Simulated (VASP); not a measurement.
Set up this calculation in VASP 6.6.1, as the native input.

- Task: single point
- Functional: r2SCAN
- Potentials or basis: VASP PAW PBE potentials, release 64 (Al, N)
- Cutoff: 660 eV
- k mesh: 12 × 12 × 6
- Occupations: gaussian, width 0.01 eV
- Spin: no spin polarisation
- Dipole correction: no
- Further INCAR settings: ALGO = Normal; EDIFF = 1e-06; NBANDS = 16

The system is AlN.

```
CELL_PARAMETERS angstrom
3.15329 0.00000 0.00000
-1.57665 2.73083 0.00000
0.00000 0.00000 4.93608
ATOMIC_POSITIONS crystal
Al 0.33333 0.66667 0.99466
Al 0.66667 0.33333 0.49466
N 0.33333 0.66667 0.38034
N 0.66667 0.33333 0.88034
```

This cell differs from its parent crystal: epitaxial xy strain +1.5%.

One way to write it, as run:

POSCAR

```
AlN
1.0
    3.1532941652      0.0000000000      0.0000000000
   -1.5766470826      2.7308328527      0.0000000000
    0.0000000000      0.0000000000      4.9360797762
Al N
2 2
Direct
    0.3333333333      0.6666666667     -0.0053356499
    0.6666666667      0.3333333333      0.4946643501
    0.3333333333      0.6666666667      0.3803356499
    0.6666666667      0.3333333333      0.8803356499
```

INCAR.step1

```
PREC     = Accurate       # precision mode
ENCUT    = 660            # plane-wave cutoff, eV
ISMEAR   = 0              # smearing method
SIGMA    = 0.01           # smearing width, eV
LREAL    = False          # projectors in reciprocal space
LASPH    = True           # aspherical terms in the spheres
NELM     = 120            # most SCF steps
NBANDS   = 16             # bands
GGA      = PE             # functional
ALGO     = Normal         # electronic algorithm
EDIFF    = 1E-5           # SCF threshold, eV
LWAVE    = True           # write WAVECAR
LCHARG   = False          # write CHGCAR
GGA_COMPAT= False
```

INCAR.step2

```
PREC     = Accurate       # precision mode
ENCUT    = 660            # plane-wave cutoff, eV
EDIFF    = 1E-6           # SCF threshold, eV
ISMEAR   = 0              # smearing method
SIGMA    = 0.01           # smearing width, eV
LREAL    = False          # projectors in reciprocal space
LASPH    = True           # aspherical terms in the spheres
NELM     = 120            # most SCF steps
ALGO     = Normal         # electronic algorithm
ISIF     = 2              # what is computed and relaxed
LWAVE    = False          # write WAVECAR
LCHARG   = True           # write CHGCAR
METAGGA  = R2SCAN         # meta-GGA
LMIXTAU  = True         
LELF     = True           # ELF
LVHAR    = True         
NBANDS   = 16             # bands
ISTART   = 1            
GGA_COMPAT= False
```

KPOINTS

```
Automatic mesh
0
Gamma
  12 12 6
```

Potentials or basis: VASP PAW PBE potentials, release 64 (Al, N).

Launch:

```bash
$ cat potpaw_PBE.64/Al/POTCAR potpaw_PBE.64/N/POTCAR > POTCAR
$ cp INCAR.step1 INCAR
$ mpirun -np 1 vasp_std > vasp.out
$ cp INCAR.step2 INCAR
$ mpirun -np 1 vasp_std > vasp.out
```

Results of the run:

```
Pressure               : -5.0 GPa
Band gap on the k mesh : 4.60 eV, direct
```

Caveat: the cell differs from its parent crystal (epitaxial xy strain +1.5%); the PAW data sets were made with another functional, which shifts forces and pressure a little.

Run time: 4.3 min on 1 thread of Intel(R) Xeon(R) Platinum 8488C (Sapphire Rapids), on a shared host, peak memory 0.21 GiB.
